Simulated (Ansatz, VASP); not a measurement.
One calculation of BaTiO3, two programs

```
Ba Ti O
1.0
     2.86037    1.65144    2.34605
    -2.86037    1.65144    2.34605
     0.00000   -3.30287    2.34605
Ba Ti O
1 1 3
Cartesian
  0.0000 0.0000 0.0189
  0.0000 0.0000 3.6092
  0.0000 -1.6258 4.6058
  -1.4080 0.8129 4.6058
  1.4080 0.8129 4.6058
```

Alike in both runs: functional PBE; k mesh 6 × 6 × 6; no spin polarisation; Hubbard terms Ti d U = 4.0 eV.

Ansatz relaxed the structure, and its values are those at the end. VASP's run is a single point on that final structure, the one shown.

|  | VASP | Ansatz |
| --- | --- | --- |
| version | VASP 6.6.1 | Ansatz 0.2.0 |
| potentials or method | VASP PAW PBE potentials, release 64 (Ba_sv, Ti_sv, O_h), cutoff 910 eV | scalar-relativistic, plane waves, PAW |
| occupations | gaussian, width 0.01 eV | fixed |
| valence electrons in the cell | 40 | 40 |

```tsv
	VASP	Ansatz	Ansatz less VASP
gap on the k mesh at the Fermi level (eV)	2.63	2.65	+0.019
least direct gap on the mesh (eV)	3.03	3.03	+0.003
rms of the force components (eV/Å)	0.217	0.000	-0.2168
```

The programs project onto different local orbitals, so the same U acts differently, and such runs can settle in different states.

Neither program's run includes spin-orbit coupling. Noted on VASP's run: the cutoff is short for stress, so the pressure is rough.
